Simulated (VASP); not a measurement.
Set up this calculation in VASP 6.6.1, as the native input.

| Property | Result |
| --- | --- |
| Task | relaxation of cell and atoms |
| Functional | PBE |
| Potentials or basis | VASP PAW PBE potentials, release 64 (Mg, O) |
| Cutoff | 600 eV |
| k mesh | 10 × 10 × 10 |
| Occupations | gaussian, width 0.02 eV |
| Spin | no spin polarisation |
| Target pressure | 22.6 GPa |
| Dipole correction | no |
| Further INCAR settings | ALGO = Normal; EDIFF = 1e-07; IBRION = 2; EDIFFG = -0.002; NSW = 100; ISIF = 3 |

The structure of MgO (nc) lies in POSCAR:

```
MgO
1.0
    0.0000000000      2.0449130664      2.0449130664
    2.0449130664      0.0000000000      2.0449130664
    2.0449130664      2.0449130664      0.0000000000
Mg O
1 1
Direct
    0.0000000000      0.0000000000      0.0000000000
    0.5000000000      0.5000000000      0.5000000000
```

One way to write it, as run:

INCAR

```
PREC = Accurate ; ENCUT = 600
EDIFF = 1E-7 ; ISMEAR = 0
SIGMA = 0.02 ; LREAL = F
LASPH = T ; NELM = 120
ALGO = Normal ; ISIF = 3
LWAVE = F ; LCHARG = F
GGA = PE ; IBRION = 2
NSW = 100 ; EDIFFG = -0.002
PSTRESS = 226.0 ; GGA_COMPAT = F
NELMIN = 4
```

KPOINTS

```
Automatic mesh
0
Gamma
  10 10 10
```

Potentials or basis: VASP PAW PBE potentials, release 64 (Mg, O).

Command:

```sh
$ cat potpaw_PBE.64/Mg/POTCAR potpaw_PBE.64/O/POTCAR > POTCAR
$ mpirun -np 1 vasp_std > vasp.out
```

It gave:

The relaxed volume is 8.51 Å³/atom, the relaxed cell is a = 2.887 Å, b = 2.887 Å, c = 2.887 Å, α = 60.00°, β = 60.00°, γ = 60.00° and the space group after relaxing (to 0.05 Å) is Fm-3m (No. 225). The energy change on relaxing (the enthalpy is what falls) is +5.6 meV/atom, the ionic steps are 3 and the pressure after relaxing is 22.6 GPa. The band gap on the k mesh is 5.69 eV, direct.

Caveat: the cell is relaxed towards a set pressure, so the enthalpy falls and the energy may rise.

Wall time 17 s on 1 thread of Intel Xeon 6975P-C, with other jobs on the host, peak memory 0.15 GiB.
